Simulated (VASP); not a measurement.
Here is a VASP 6.6.1 calculation.

The input POSCAR:

```
In3As
1.0
    4.6082120410      0.0000000000      0.0000000000
    0.0000000000      4.6082120410      0.0000000000
    0.0000000000      0.0000000000      4.6082120410
In As
3 1
Direct
    0.0000000000      0.5000000000      0.5000000000
    0.5000000000      0.0000000000      0.5000000000
    0.5000000000      0.5000000000      0.0000000000
    0.0000000000      0.0000000000      0.0000000000
```

INCAR.step1

```
PREC = Accurate
ENCUT = 520
ISMEAR = -1
SIGMA = 0.1
LREAL = False
LASPH = True
NELM = 80
NBANDS = 30
GGA = PE
ALGO = Normal
EDIFF = 1E-4
LWAVE = True
LCHARG = False
```

INCAR.step2

```
PREC = Accurate
ENCUT = 520
EDIFF = 1E-7
ISMEAR = -1
SIGMA = 0.1
LREAL = False
LASPH = True
NELM = 80
ALGO = Normal
ISIF = 2
LWAVE = False
LCHARG = False
METAGGA = R2SCAN
LMIXTAU = True
IVDW = 12
VDW_S6 = 1.0
VDW_S8 = 0.78981345
VDW_A1 = 0.49484001
VDW_A2 = 5.73083694
NBANDS = 30
ISTART = 1
```

File KPOINTS:

```
regular mesh
0
Gamma
  5 5 5
```

Potentials or basis: VASP PAW PBE potentials, release 64 (In_d, As).

Launch:

```bash
$ cat potpaw_PBE.64/In_d/POTCAR potpaw_PBE.64/As/POTCAR > POTCAR
$ cp INCAR.step1 INCAR
$ mpirun -np 1 vasp_std > vasp.out
$ cp INCAR.step2 INCAR
$ mpirun -np 1 vasp_std > vasp.out
```

Problem. What does it give for the dispersion energy per atom?

Solution. -0.173 eV.

Problem. What does it give for the pressure?

Solution. 0.1 GPa.

Caveat: the PAW data sets were made with another functional, which shifts forces and pressure a little; pairwise dispersion overbinds metals, which lowers pressure and volume.
